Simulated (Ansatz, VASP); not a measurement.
# Two plane-wave programs on SiO2

```
Si O
1.0
     4.90800    0.00000    0.00000
     0.00000    4.90800    0.00000
     0.00000    0.00000    6.78400
Si O
4 8
Direct
  0.31230 0.31230 0.00000
  0.18770 0.81230 0.25000
  0.68770 0.68770 0.50000
  0.81230 0.18770 0.75000
  0.23370 0.13017 0.19200
  0.36983 0.73370 0.44200
  0.76630 0.86983 0.69200
  0.63017 0.26630 0.94200
  0.73370 0.36983 0.55800
  0.86983 0.76630 0.30800
  0.26630 0.63017 0.05800
  0.13017 0.23370 0.80800
```

Alike in both runs: functional PBE; k mesh 5 × 5 × 4; occupations fermi-dirac, width 0.02 eV; no spin polarisation.

Ansatz relaxed the structure, and its values are those at the end. VASP's run is a single point on that final structure, the one shown.

|  | VASP | Ansatz |
| --- | --- | --- |
| version | VASP 6.6.1 | Ansatz 0.2.0 |
| potentials or method | VASP PAW PBE potentials, release 64 (Si, O) | plane-wave PAW, scalar-relativistic |
| plane-wave cutoff (eV) | 520 | 420 |
| valence electrons in the cell | 64 | 64 |

VASP gave:

| Quantity | Value |
| --- | --- |
| gap on the k mesh at the Fermi level (eV) | 5.69 |
| pressure (GPa) | 2.4 |
| rms of the force components (eV/Å) | 0.009 |

Q: What did Ansatz give for the same quantities?

A: gap on the k mesh at the Fermi level (eV): 5.69; pressure (GPa): 2.2; rms of the force components (eV/Å): 0.000.

Ansatz's warnings: stress scf threshold loose.
